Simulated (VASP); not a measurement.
Here is a VASP 6.6.1 calculation.

INCAR

```
ALGO = Normal
EDIFF = 1E-6
EDIFFG = -0.005
ENCUT = 600
GGA = PE
IBRION = 2
ISIF = 4
ISMEAR = -1
LASPH = True
LCHARG = False
LREAL = False
LWAVE = False
NELM = 100
NSW = 50
PREC = Accurate
SIGMA = 0.1
```

File KPOINTS:

```
k-points
0
Gamma
  24 24 22
```

File POSCAR:

```
C
1.0
    1.7680591305      0.0000000000      0.0000000000
   -0.8840295653      1.5311841224      0.0000000000
    0.0000000000      0.0000000000      1.3581609984
C
1
Direct
    0.0000000000      0.0000000000      0.0000000000
```

Potentials or basis: VASP PAW PBE potentials, release 64 (C).

The run is started by

```bash
$ cat potpaw_PBE.64/C/POTCAR > POTCAR
$ mpirun -np 1 vasp_std > vasp.out
```

Question: Estimate the band gap on the k mesh.

Answer: Zero (band 2 reaches 32.05 eV, above the bottom of band 3 at 10.22 eV).

Final structure:
```xyz
1
Lattice="1.6963 0.0000 0.0000 -0.8482 1.4691 0.0000 0.0000 0.0000 1.4755" Properties=species:S:1:pos:R:3 pbc="T T T"
C     0.0000    0.0000    0.0000
```
